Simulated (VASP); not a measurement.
Set up this calculation in VASP 6.6.1, as the native input.

* Task: single point
* Functional: PBE
* Potentials or basis: VASP PAW PBE potentials, release 64 (Hf_pv, B)
* Cutoff: 500 eV
* k mesh: 16 × 16 × 16
* Occupations: gaussian, width 0.1 eV
* Spin: no spin polarisation
* Dipole correction: no
* Further INCAR settings: ALGO = Normal; EDIFF = 1e-06; NBANDS = 14

The structure of HfB lies in POSCAR:

```
HfB
1.0
    0.0000000000      2.4082905000      2.4082905000
    2.4082905000      0.0000000000      2.4082905000
    2.4082905000      2.4082905000      0.0000000000
Hf B
1 1
Direct
    0.5000000000      0.5000000000      0.5000000000
    0.0000000000      0.0000000000      0.0000000000
```

This cell differs from its parent crystal: strained.

These files were run (other wordings do the same):

INCAR

```
SYSTEM = HfB
  PREC = Accurate
  ENCUT = 500
  EDIFF = 1E-6
  ISMEAR = 0
  SIGMA = 0.1
  LREAL = .False.
  LASPH = .True.
  NELM = 120
  ALGO = Normal
  ISIF = 2
  LWAVE = .False.
  LCHARG = .False.
  GGA = PE
  NBANDS = 14
  GGA_COMPAT = .False.
```

KPOINTS

```
regular mesh
0
Gamma
  16 16 16
  0 0 0
```

Potentials or basis: VASP PAW PBE potentials, release 64 (Hf_pv, B).

Run with:

```console
$ cat potpaw_PBE.64/Hf_pv/POTCAR potpaw_PBE.64/B/POTCAR > POTCAR
$ mpirun -np 1 vasp_std > vasp.out
```

Results of the run:

| Item | Value |
| --- | --- |
| Pressure | 1.9 GPa |

Caveat: the cell differs from its parent crystal (strained).

It took 22 s on 1 thread of Intel(R) Xeon(R) 6975P-C (Granite Rapids), with other jobs on the host, peak memory 0.19 GiB.
